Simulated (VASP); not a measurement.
**Ge: relaxation of the atoms with PBE**

Ge:

```
Ge
1.0
     0.00000    2.88415    2.88415
     2.88415    0.00000    2.88415
     2.88415    2.88415    0.00000
Ge
2
Direct
  0.00000 0.00000 0.00000
  0.25000 0.25000 0.25000
```

```
Program                : VASP 6.6.1
Task                   : relaxation of the atoms
Functional             : PBE
Potentials or basis    : VASP PAW PBE potentials, release 64 (Ge_d)
Cutoff                 : 520 eV
k mesh                 : 14 × 14 × 14
Occupations            : fermi-dirac, width 0.05 eV
Spin                   : no spin polarisation
Dipole correction      : no
Further INCAR settings : ALGO = Normal; EDIFF = 1e-06; IBRION = 2; EDIFFG = -0.02; NSW = 80
```

| Quantity | Value |
| --- | --- |
| Pressure after relaxing | -0.3 GPa |
| Band gap on the k mesh | zero (filled and empty bands touch) |

Final structure:
```
Ge
1.0
     0.00000    2.88415    2.88415
     2.88415    0.00000    2.88415
     2.88415    2.88415    0.00000
Ge
2
Direct
  0.00000 0.00000 0.00000
  0.25000 0.25000 0.25000
```

Levels at points of the mesh, in eV from the Fermi level:
```csv
k point,band 12,band 13,band 14,band 15,band 16,band 17
"(0.00, 0.00, 0.00)",-0.48,0.01,0.01,0.01,2.53,2.53
"(0.50, 0.00, 0.00)",-7.34,-1.31,-1.31,0.02,3.72,3.72
"(0.50, 0.50, 0.00)",-8.67,-2.87,-2.87,0.83,0.83,9.05
```

Run time: 2 min on 1 thread of Intel Xeon 8259CL (shared host), peak memory 0.21 GiB.

Caveat: the relaxation stopped at its first step, so nothing moved; semilocal functionals underestimate gaps, and a narrow one can read as zero.
